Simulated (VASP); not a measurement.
Input of a VASP 6.6.1 run:

Contents of INCAR:

```
PREC = Accurate
ENCUT = 520
EDIFF = 1E-7
ISMEAR = -1
SIGMA = 0.1
LREAL = F
LASPH = T
NELM = 150
ALGO = Normal
ISIF = 2
LWAVE = F
LCHARG = T
ISPIN = 2
MAGMOM = 1 1
LORBIT = 11
LMAXMIX = 4
GGA = PS
LELF = T
LVHAR = T
NBANDS = 21
```

File KPOINTS:

```
regular mesh
0
Gamma
  18 18 10
```

File POSCAR:

```
Ni
1.0
    2.2734791739      0.0000000000      0.0000000000
   -1.1367395869      1.9688907196      0.0000000000
    0.0000000000      0.0000000000      3.7276092320
Ni
2
Direct
    0.3333333333      0.6666666667      0.2500000000
    0.6666666667      0.3333333333      0.7500000000
```

Potentials or basis: VASP PAW PBE potentials, release 64 (Ni).

Launch:

```console
$ cat potpaw_PBE.64/Ni/POTCAR > POTCAR
$ mpirun -np 1 vasp_std > vasp.out
```

(1) Estimate the net moment.

(2) Predict the pressure.

(3) What does it give for the site moments?

Results:

(1) 1.08 μB per cell.

(2) 85.6 GPa.

(3) Ni +0.53 μB.

Caveat: the cell stands under pressure; the PAW data sets were made with another functional, which shifts forces and pressure a little.
